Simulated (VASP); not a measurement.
**Se: single point with HSE06**

Crystal: Se.

```xyz
3
Lattice="4.6871 0.0000 0.0000 -2.3436 4.0592 0.0000 0.0000 0.0000 4.9075" Properties=species:S:1:pos:R:3 pbc="T T T"
Se    0.9743    0.0000    4.0896
Se   -0.4872    0.8438    0.8179
Se    1.8564    3.2154    2.4537
```

```yaml
Program: VASP 6.6.1
Task: single point
Functional: HSE06
Potentials_or_basis: VASP PAW PBE potentials, release 64 (Se)
Cutoff: 520 eV
k_mesh: 4 × 4 × 4
Occupations: gaussian, width 0.05 eV
Spin: no spin polarisation
Dipole_correction: no
Grid_for_exact_exchange_PRECFOCK: Normal
Further_INCAR_settings: ALGO = Normal; EDIFF = 1e-06; NBANDS = 16
Share_of_exact_exchange: 0.25
Screening_parameter: 0.2079 1/Å
```

| Quantity | Value |
| --- | --- |
| Pressure | 0.1 GPa |
| Largest force | 0.033 eV/Å |
| Band gap on the k mesh | 2.38 eV (least direct gap 2.60 eV) |

Forces on the atoms (eV/Å):
```
Se  -0.033  0.000  0.000
Se   0.017 -0.029  0.000
Se   0.017  0.029  0.000
```

Stress tensor (GPa, compression positive):
```
 0.17  0.00  0.00
 0.00  0.17  0.00
 0.00  0.00 -0.16
```

Levels at points of the mesh, in eV from the valence-band top:
```tsv
k point	band 5	band 6	band 7	band 8	band 9	band 10	band 11	band 12	band 13	band 14
(0.00, 0.00, 0.00)	-4.16	-3.70	-2.31	-2.31	-0.48	3.19	3.19	3.43	6.53	7.60
(0.50, 0.00, 0.00)	-4.70	-3.32	-2.69	-2.03	-0.97	3.14	3.63	4.90	6.88	8.14
(0.00, 0.00, 0.50)	-3.71	-3.71	-1.51	-1.51	-0.99	2.38	2.38	2.41	7.60	8.52
(0.50, 0.00, 0.50)	-4.58	-4.37	-1.53	-1.06	0.00	2.60	3.48	4.18	7.33	8.78
```

Wall time 12 min on 1 thread of Intel(R) Xeon(R) Platinum 8559C (Emerald Rapids), on a shared host, peak memory 0.32 GiB.

Caveat: the PAW data sets were made with another functional, which shifts forces and pressure a little. A k mesh can miss the band edges.
